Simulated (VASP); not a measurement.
# WS2 in VASP: further runs

The runs below take WS2 through single point, with PBEsol.

All numbers are computed with VASP 6.6.1; they aren't measurements. Logs are shortened: lines on timing, memory, paths and dates and some standing lists are left out, and cuts for length are marked.

### 1 The cell of the first run

The cell holds a slab with vacuum, 3 atoms: a = 3.146 Å, b = 3.146 Å, c = 16.953 Å, α = 90.00°, β = 90.00°, γ = 60.00°.

### 2 Single point, PBEsol

Input file INCAR:

```
  ALGO = Normal
  EDIFF = 1E-6
  ENCUT = 520
  GGA = PS
  ISIF = 2
  ISMEAR = 0
  LASPH = True
  LCHARG = False
  LREAL = False
  LWAVE = False
  NBANDS = 20
  NELM = 60
  PREC = Accurate
  SIGMA = 0.05
```

Input file KPOINTS:

```
k-points
0
Gamma
  10 10 2
```

Input file POSCAR:

```
WS2
1.0
   -3.1457762207      0.0000000000      0.0000000000
   -1.5728881103     -2.7243221217      0.0000000000
    0.0000000000      0.0000000000     16.9534210371
W S
1 2
Direct
    0.3333333333      0.3333333333      0.0000000000
    0.6666666667      0.6666666667      0.9075761486
    0.6666666667      0.6666666667      0.0924238514
```

Potentials or basis: VASP PAW PBE potentials, release 64 (W_sv, S).

The run is started by

```
$ cat potpaw_PBE.64/W_sv/POTCAR potpaw_PBE.64/S/POTCAR > POTCAR
$ mpirun -np 1 vasp_std > vasp.out
```

OUTCAR:

```text
EDIFF = 1E-6
   ENCUT = 520
   GGA = PS
   ISIF = 2
   ISMEAR = 0
   LASPH = True
   LREAL = False
   NELM = 60
   PREC = Accurate

 ion  position               nearest neighbor table
   1  0.333  0.333  0.000-   2 2.40   3 2.40   2 2.40   3 2.40   2 2.40   3 2.40
   2  0.667  0.667  0.908-   1 2.40   1 2.40   1 2.40
   3  0.667  0.667  0.092-   1 2.40   1 2.40   1 2.40

  LATTYP: Found a hexagonal cell.
 ALAT       =     3.1457762206
 C/A-ratio  =     5.3892647945

  Lattice vectors:

 A1 = (   1.5728881103,   2.7243221217,   0.0000000000)
 A2 = (  -3.1457762207,   0.0000000000,   0.0000000000)
 A3 = (   0.0000000000,   0.0000000000,  16.9534210371)

Analysis of symmetry for initial positions (statically):
=====================================================================
 Subroutine PRICEL returns:
 Original cell was already a primitive cell.

 Routine SETGRP: Setting up the symmetry group for a
 hexagonal supercell.

 Subroutine GETGRP returns: Found 12 space group operations
 (whereof 12 operations were pure point group operations)
 out of a pool of 24 trial point group operations.

The static configuration has the point symmetry D_3h.

Analysis of symmetry for dynamics (positions and initial velocities):
=====================================================================
 Subroutine PRICEL returns:
 Original cell was already a primitive cell.

 Routine SETGRP: Setting up the symmetry group for a
 hexagonal supercell.

 Subroutine GETGRP returns: Found 12 space group operations
 (whereof 12 operations were pure point group operations)
 out of a pool of 24 trial point group operations.

The dynamic configuration has the point symmetry D_3h.

 Subroutine INISYM returns: Found 12 space group operations
 (whereof 12 operations are pure point group operations),
 and found     1 'primitive' translations

----------------------------------------------------------------------------------------

                                     Primitive cell

  volume of cell :     145.2926

  direct lattice vectors                    reciprocal lattice vectors
    -3.145776221  0.000000000  0.000000000    -0.317886566  0.183531894  0.000000000
    -1.572888110 -2.724322122  0.000000000     0.000000000 -0.367063789  0.000000000
     0.000000000  0.000000000 16.953421037     0.000000000  0.000000000  0.058985145

  length of vectors
     3.145776221  3.145776221 16.953421037     0.367063789  0.367063789  0.058985145

  position of ions in fractional coordinates (direct lattice)
     0.333333333  0.333333333  0.000000000
     0.666666667  0.666666667  0.907576149
     0.666666667  0.666666667  0.092423851

  ion indices of the primitive-cell ions
   primitive index   ion index
                 1           1
                 2           2
                 3           3

----------------------------------------------------------------------------------------

 KPOINTS: k-points

Automatic generation of k-mesh.
 Grid dimensions read from file:
 generate k-points for:   10   10    2

 Generating k-lattice:

  Cartesian coordinates                     Fractional coordinates (reciprocal lattice)
    -0.031788657  0.018353189  0.000000000     0.100000000 -0.000000000  0.000000000
     0.000000000 -0.036706379  0.000000000     0.000000000  0.100000000  0.000000000
     0.000000000  0.000000000  0.029492573     0.000000000  0.000000000  0.500000000

  Length of vectors
     0.036706379  0.036706379  0.029492573

  Shift w.r.t. Gamma in fractional coordinates (k-lattice)
     0.000000000  0.000000000  0.000000000

 Subroutine IBZKPT returns following result:
 ===========================================

 Found     28 irreducible k-points:

 Following reciprocal coordinates:
            Coordinates               Weight
  0.000000  0.000000  0.000000      1.000000
  0.100000 -0.000000  0.000000      6.000000
  0.200000 -0.000000  0.000000      6.000000
  0.300000  0.000000  0.000000      6.000000
  0.400000 -0.000000  0.000000      6.000000
  0.500000 -0.000000  0.000000      3.000000
[... 16 lines left out ...]
  0.400000  0.100000  0.500000     12.000000
  0.500000  0.100000  0.500000     12.000000
 [... further k-points ...]
   k-points           NKPTS =     28   k-points in BZ     NKDIM =     28   number of bands    NBANDS=     20
   number of dos      NEDOS =    301   number of ions     NIONS =      3
   total plane-waves  NPLWV =  72576
   dimension x,y,z NGX =    24 NGY =   24 NGZ =  126
   dimension x,y,z NGXF=    48 NGYF=   48 NGZF=  252
   ions per type =               1   2
   NGX,Y,Z   is equivalent  to a cutoff of  12.68, 12.68, 12.36 a.u.
   NGXF,Y,Z  is equivalent  to a cutoff of  25.37, 25.37, 24.71 a.u.
 SYSTEM =  unknown system
   PREC   = accura    normal or accurate (medium, high low for compatibility)
   ISTART =      0    job   : 0-new  1-cont  2-samecut
   ICHARG =      2    charge: 1-file 2-atom 10-const
   ISPIN  =      1    spin polarized calculation?
   LNONCOLLINEAR =      F non collinear calculations
   LSORBIT =      F    spin-orbit coupling
   LASPH  =      T    aspherical Exc in radial PAW
   ENCUT  =  520.0 eV  38.22 Ry    6.18 a.u.   5.85  5.85 31.52*2*pi/ulx,y,z
   NELM   =     60;   NELMIN=  2; NELMDL= -5     # of ELM steps
   EDIFF  = 0.1E-05   stopping-criterion for ELM
   LREAL  =      F    real-space projection
   EDIFFG = 0.1E-04   stopping-criterion for IOM
   NSW    =      0    number of steps for IOM
   IBRION =     -1    ionic relax: 0-MD 1-quasi-New 2-CG
   NFREE  =      0    steps in history (QN), initial steepest desc. (CG)
   ISIF   =      2    stress and relaxation
   ISYM   =      2    0-nonsym 1-usesym 2-fastsym
   POTIM  = 0.5000    time-step for ionic-motion
   TEBEG  =    0.0;   TEEND  =   0.0 temperature during run
   PSTRESS=    0.0 pullay stress
   NELECT =      26.0000    total number of electrons
   NUPDOWN=      -1.0000    fix difference up-down
   EMIN   =  10.00;   EMAX   =-10.00  energy-range for DOS
   EFERMI =   0.00;   METHOD = LEGACY
   ISMEAR =     0;   SIGMA  =   0.05  broadening in eV -4-tet -1-fermi 0-gaus
   EFERMI_NEDOS =   21; number of points for ismear=-14 and -15
   IALGO  =     38    algorithm
   IMIX   =      4    mixing-type and parameters
     AMIX     =   0.40;   BMIX     =  1.00
     AMIX_MAG =   1.60;   BMIX_MAG =  1.00
  volume/ion in A,a.u.               =      48.43       326.83
  Fermi-wavevector in a.u.,A,eV,Ry     =   0.922539  1.743346 11.579622  0.851078
  Thomas-Fermi vector in A             =   2.048077
   LORBIT       =      0    0 simple, 1 ext, 2 COOP (PROOUT), +10 PAW based schemes
   GGA     = PS    functional components
   LHFCALC =     F    Hartree Fock is set to
   AEXX    =    0.0000 exact exchange contribution
   IVDW    =     0    specifies the selected vdW correction
   LEPSILON=     F    determine dielectric tensor
   LRPA    =     F    only Hartree local field effects (RPA)
 non-spin polarized calculation
 Gauss-broadening in eV      SIGMA  =   0.05
  energy-cutoff  :      520.00
  volume of cell :      145.29
 maximum number of plane-waves:      3938
   NGX = 11   NGY = 11   NGZ = 63

 number of electron      25.9999998 magnetization

 Free energy of the ion-electron system (eV)
  ---------------------------------------------------
  ext. energy  EPLUGINS =         0.00000000
  ---------------------------------------------------
  free energy    TOTEN  =       -25.24914612 eV

  energy without entropy =      -25.24914612  energy(sigma->0) =      -25.24914612

 E-fermi :  -1.0366     XC(G=0):  -4.6021

 val. band max:       -1.2805364710   @ k =   0.0000   0.0000   0.0000
 cond. band min:       0.9680661447   @ k =   0.3000   0.1000   0.0000
 fundamental gap:      2.2486026157
 Fermi energy:        -1.0365516403

 k-point     1 :       0.0000    0.0000    0.0000
  band No.  band energies     occupation
      1     -75.0519      2.00000
      2     -39.3302      2.00000
      3     -39.1358      2.00000
      4     -39.1358      2.00000
      5     -16.0377      2.00000
      6     -14.3444      2.00000
[... 12 lines left out ...]
     19       4.4028      0.00000
     20       4.5075      0.00000

 k-point     2 :       0.1000   -0.0000    0.0000
  band No.  band energies     occupation
      1     -75.0500      2.00000
      2     -39.3235      2.00000
      3     -39.1731      2.00000
      4     -39.1444      2.00000
      5     -15.8641      2.00000
      6     -14.2805      2.00000
[... 12 lines left out ...]
     19       4.6043      0.00000
     20       5.1037      0.00000

 k-point     3 :       0.2000   -0.0000    0.0000
  band No.  band energies     occupation
      1     -75.0450      2.00000
      2     -39.3058      2.00000
      3     -39.2695      2.00000
      4     -39.1669      2.00000
      5     -15.3811      2.00000
      6     -14.1034      2.00000
[... 12 lines left out ...]
     19       5.1733      0.00000
     20       6.0226      0.00000

 k-point     4 :       0.3000    0.0000    0.0000
  band No.  band energies     occupation
      1     -75.0388      2.00000
      2     -39.3866      2.00000
      3     -39.2838      2.00000
      4     -39.1945      2.00000
      5     -14.7049      2.00000
      6     -13.8609      2.00000
[... 12 lines left out ...]
     19       5.9471      0.00000
     20       6.2811      0.00000

 k-point     5 :       0.4000   -0.0000    0.0000
  band No.  band energies     occupation
      1     -75.0339      2.00000
      2     -39.4796      2.00000
      3     -39.2660      2.00000
      4     -39.2168      2.00000
      5     -14.0544      2.00000
      6     -13.6394      2.00000
[... 12 lines left out ...]
     19       6.3490      0.00000
     20       6.4943      0.00000

 k-point     6 :       0.5000   -0.0000    0.0000
  band No.  band energies     occupation
      1     -75.0319      2.00000
      2     -39.5148      2.00000
      3     -39.2592      2.00000
      4     -39.2253      2.00000
      5     -13.7666      2.00000
      6     -13.5472      2.00000
[... 12 lines left out ...]
     19       6.4908      0.00000
     20       6.8077      0.00000

 k-point     7 :       0.2000    0.1000    0.0000
  band No.  band energies     occupation
      1     -75.0466      2.00000
      2     -39.3113      2.00000
      3     -39.2372      2.00000
      4     -39.1627      2.00000
      5     -15.5354      2.00000
      6     -14.1596      2.00000
[... 12 lines left out ...]
     19       4.9946      0.00000
     20       5.8955      0.00000
[... 277 lines left out ...]
 k-point    20 :       0.5000   -0.0000    0.5000
  band No.  band energies     occupation
      1     -75.0319      2.00000
      2     -39.5148      2.00000
      3     -39.2591      2.00000
      4     -39.2253      2.00000
      5     -13.7666      2.00000
      6     -13.5472      2.00000
[... 12 lines left out ...]
     19       6.4906      0.00000
     20       6.8086      0.00000

 k-point    21 :       0.2000    0.1000    0.5000
  band No.  band energies     occupation
      1     -75.0466      2.00000
      2     -39.3113      2.00000
      3     -39.2372      2.00000
      4     -39.1627      2.00000
      5     -15.5354      2.00000
      6     -14.1596      2.00000
[... 12 lines left out ...]
     19       4.9033      0.00000
     20       6.1605      0.00000

 k-point    22 :       0.3000    0.1000    0.5000
  band No.  band energies     occupation
      1     -75.0410      2.00000
      2     -39.3374      2.00000
      3     -39.2914      2.00000
      4     -39.1943      2.00000
      5     -14.9518      2.00000
      6     -13.9463      2.00000
[... 12 lines left out ...]
     19       5.5914      0.00000
     20       6.8276      0.00000

 k-point    23 :       0.4000    0.1000    0.5000
  band No.  band energies     occupation
      1     -75.0354      2.00000
      2     -39.4355      2.00000
      3     -39.2715      2.00000
      4     -39.2260      2.00000
      5     -14.2739      2.00000
      6     -13.7051      2.00000
[... 12 lines left out ...]
     19       6.4303      0.00000
     20       6.4566      0.00000

 k-point    24 :       0.5000    0.1000    0.5000
  band No.  band energies     occupation
      1     -75.0319      2.00000
      2     -39.4954      2.00000
      3     -39.2592      2.00000
      4     -39.2456      2.00000
      5     -13.7787      2.00000
      6     -13.5373      2.00000
[... 12 lines left out ...]
     19       7.0597      0.00000
     20       7.1061      0.00000

 [... further k-points ...]

------------------------ aborting loop because EDIFF is reached ----------------------------------------

  FORCE on cell =-STRESS in cart. coord.  units (eV):
  Direction    XX          YY          ZZ          XY          YZ          ZX
  --------------------------------------------------------------------------------------
  -------------------------------------------------------------------------------------
  Total        0.0354118      0.0354118      0.0352305     -0.0000000      0.0000000      0.0000000
  in kB        0.3904940      0.3904940      0.3884949     -0.0000000      0.0000000      0.0000000
  external PRESSURE =       0.3898276 kB  Pullay stress =       0.0000000 kB

 VOLUME and BASIS-vectors are now :
 -----------------------------------------------------------------------------
  energy-cutoff  :      520.00
  volume of cell :      145.29
      direct lattice vectors                 reciprocal lattice vectors
    -3.145776221  0.000000000  0.000000000    -0.317886566  0.183531894  0.000000000
    -1.572888110 -2.724322122  0.000000000     0.000000000 -0.367063789  0.000000000
     0.000000000  0.000000000 16.953421037     0.000000000  0.000000000  0.058985145

 POSITION                                       TOTAL-FORCE (eV/Angst)
 -----------------------------------------------------------------------------------
     -1.57289     -0.90811      0.00000         0.000000      0.000000      0.000000
     -3.14578     -1.81621     15.38652        -0.000000      0.000000     -0.020265
     -3.14578     -1.81621      1.56690        -0.000000     -0.000000      0.020265
 -----------------------------------------------------------------------------------
    total drift:                                0.000000      0.000000     -0.000000

  FREE ENERGIE OF THE ION-ELECTRON SYSTEM (eV)
  ---------------------------------------------------
  free  energy   TOTEN  =       -25.2491461166 eV

  energy  without entropy=      -25.2491461166  energy(sigma->0) =      -25.24914612
```

Wall time 2.6 min (1 thread of Intel Xeon 8259CL, shared host); peak memory 0.28 GiB.

What came out:

```
Free energy            : -25.2491 eV
Largest force          : 0.020 eV/Å
Band gap on the k mesh : 2.25 eV (least direct gap 2.30 eV)
```

Forces on the atoms (eV/Å):
```
W    0.000  0.000  0.000
S    0.000  0.000 -0.020
S    0.000  0.000  0.020
```

Levels at points of the mesh, in eV from the valence-band top:
```
           k point  band 9  band 10  band 11  band 12  band 13  band 14  band 15  band 16  band 17  band 18
(0.00, 0.00, 0.00)   -2.72    -2.06    -1.43    -1.43     0.00     3.12     3.12     3.30     3.30     5.22
(0.50, 0.00, 0.00)   -4.39    -3.30    -2.06    -1.05    -0.83     3.14     3.56     4.22     5.00     5.31
(0.00, 0.00, 0.50)   -2.72    -2.06    -1.43    -1.43     0.00     3.12     3.12     3.30     3.30     5.29
(0.50, 0.00, 0.50)   -4.39    -3.30    -2.06    -1.05    -0.83     3.14     3.56     4.22     5.00     5.31
```

Caveat: there is no dipole correction, which matters where the two faces differ; the PAW data sets were made with another functional, which shifts forces and pressure a little; spin-orbit coupling is left out, which moves the levels of the heavy elements.

### 3 Single point, PBEsol (biaxial strain in the a-b plane: -4.5 %, then relaxed in part)

Input file INCAR:

```
SYSTEM = WS2
ALGO = Normal
EDIFF = 1E-6
ENCUT = 520
GGA = PS
ISIF = 2
ISMEAR = 0
LASPH = .True.
LCHARG = .True.
LELF = .True.
LREAL = .False.
LVHAR = .True.
LWAVE = .False.
NBANDS = 20
NELM = 80
PREC = Accurate
SIGMA = 0.02
```

Input file KPOINTS:

```
k-points
0
Gamma
  12 12 2
  0 0 0
```

Input file POSCAR:

```
WS2
1.0
    3.0042162904      0.0000000000      0.0000000000
   -1.5021081452      2.6017276259      0.0000000000
    0.0000000000      0.0000000000     17.4117786175
W S
1 2
Direct
    0.3333333333      0.6666666667      0.0000000000
    0.6666666667      0.3333333333      0.9068826897
    0.6666666667      0.3333333333      0.0931173103
```

Potentials or basis: VASP PAW PBE potentials, release 64 (W_sv, S).

The run is started by

```
$ cat potpaw_PBE.64/W_sv/POTCAR potpaw_PBE.64/S/POTCAR > POTCAR
$ mpirun -np 1 vasp_std > vasp.out
```

OUTCAR:

```text
SYSTEM = WS2
   EDIFF = 1E-6
   ENCUT = 520
   GGA = PS
   ISIF = 2
   ISMEAR = 0
   LASPH = .True.
   LREAL = .False.
   NELM = 80
   PREC = Accurate

 ion  position               nearest neighbor table
   1  0.333  0.667  0.000-   2 2.37   3 2.37   2 2.37   3 2.37   2 2.37   3 2.37
   2  0.667  0.333  0.907-   1 2.37   1 2.37   1 2.37
   3  0.667  0.333  0.093-   1 2.37   1 2.37   1 2.37

  LATTYP: Found a hexagonal cell.
 ALAT       =     3.0042162904
 C/A-ratio  =     5.7957806411

  Lattice vectors:
[... 744 lines left out ...]

  FORCE on cell =-STRESS in cart. coord.  units (eV):
  Direction    XX          YY          ZZ          XY          YZ          ZX
  --------------------------------------------------------------------------------------
  -------------------------------------------------------------------------------------
  Total        4.9965506      4.9965506      0.0493570     -0.0000000     -0.0000000      0.0000000
  in kB       58.8226668     58.8226668      0.5810626     -0.0000000     -0.0000000      0.0000000
  external PRESSURE =      39.4087987 kB  Pullay stress =       0.0000000 kB

 VOLUME and BASIS-vectors are now :
 -----------------------------------------------------------------------------
  energy-cutoff  :      520.00
  volume of cell :      136.09
      direct lattice vectors                 reciprocal lattice vectors
     3.004216290  0.000000000  0.000000000     0.332865514  0.192179994  0.000000000
    -1.502108145  2.601727626  0.000000000     0.000000000  0.384359988  0.000000000
     0.000000000  0.000000000 17.411778618     0.000000000  0.000000000  0.057432387

 POSITION                                       TOTAL-FORCE (eV/Angst)
 -----------------------------------------------------------------------------------
     -0.00000      1.73449      0.00000         0.000000     -0.000000      0.000000
      1.50211      0.86724     15.79044        -0.000000      0.000000     -0.024291
      1.50211      0.86724      1.62134        -0.000000      0.000000      0.024291
 -----------------------------------------------------------------------------------
    total drift:                               -0.000000      0.000000     -0.000000

  FREE ENERGIE OF THE ION-ELECTRON SYSTEM (eV)
  ---------------------------------------------------
  free  energy   TOTEN  =       -25.0233025575 eV

  energy  without entropy=      -25.0233025575  energy(sigma->0) =      -25.02330256
```

stdout:

```text
POSCAR found type information on POSCAR W S
 POSCAR found :  2 types and       3 ions
 scaLAPACK will be used
 -----------------------------------------------------------------------------
|                                                                             |
|                                                                             |
|     You enforced a specific xc type in the INCAR file but a different       |
|     I HOPE YOU KNOW WHAT YOU ARE DOING!                                     |
|                                                                             |
 -----------------------------------------------------------------------------

 LDA part: xc-table for (Slater+PW92), standard interpolation
 POSCAR, INCAR and KPOINTS ok, starting setup
 FFT: planning ... GRIDC
 FFT: planning ... GRID_SOFT
 FFT: planning ... GRID
 WAVECAR not read
 entering main loop
```

Wall time 57 s (1 thread of Intel Xeon 6975P-C (Granite Rapids), shared host); peak memory 0.31 GiB.

Results:

```
Free energy            : -25.0233 eV
Largest force          : 0.024 eV/Å
Band gap on the k mesh : 1.72 eV (least direct gap 2.61 eV)
```

Forces in eV/Å, atoms in the order of the input:
```
W    0.000  0.000  0.000
S    0.000  0.000 -0.024
S    0.000  0.000  0.024
```

Caveat: the cell differs from its parent crystal (biaxial strain in the a-b plane: -4.5 %, then relaxed in part); there is no dipole correction, which matters where the two faces differ; the PAW data sets were made with another functional, which shifts forces and pressure a little; spin-orbit coupling is left out, which moves the levels of the heavy elements.

(Part 1 of 2 ends here.)
